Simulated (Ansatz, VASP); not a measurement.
# Two plane-wave programs on KBr

```
CELL_PARAMETERS angstrom
3.97632 0.00000 0.00000
0.00000 3.97632 0.00000
0.00000 0.00000 3.97632
ATOMIC_POSITIONS crystal
K 0.00000 0.00000 0.00000
Br 0.50000 0.50000 0.50000
```

Alike in both runs: task single point; functional r2SCAN; k mesh 4 × 4 × 4; occupations fermi-dirac, width 0.001 eV; no spin polarisation.

|  | VASP | Ansatz |
| --- | --- | --- |
| version | VASP 6.6.1 | Ansatz 0.2.0 |
| potentials or method | VASP PAW PBE potentials, release 64 (K_sv, Br) | plane waves |
| plane-wave cutoff (eV) | 520 | 500 |
| valence electrons in the cell | 16 | 16 |

Ansatz gave:

```
gap on the k mesh at the Fermi level (eV) : 4.76
pressure (GPa)                            : 0.0
```

**Question.** What did VASP give for the same quantities?

**Answer.** gap on the k mesh at the Fermi level (eV): 4.77; pressure (GPa): 0.0.

VASP's potentials were made for PBE, not for r2SCAN. The functional is the same, so the differences come from potentials, cutoffs and numerics.
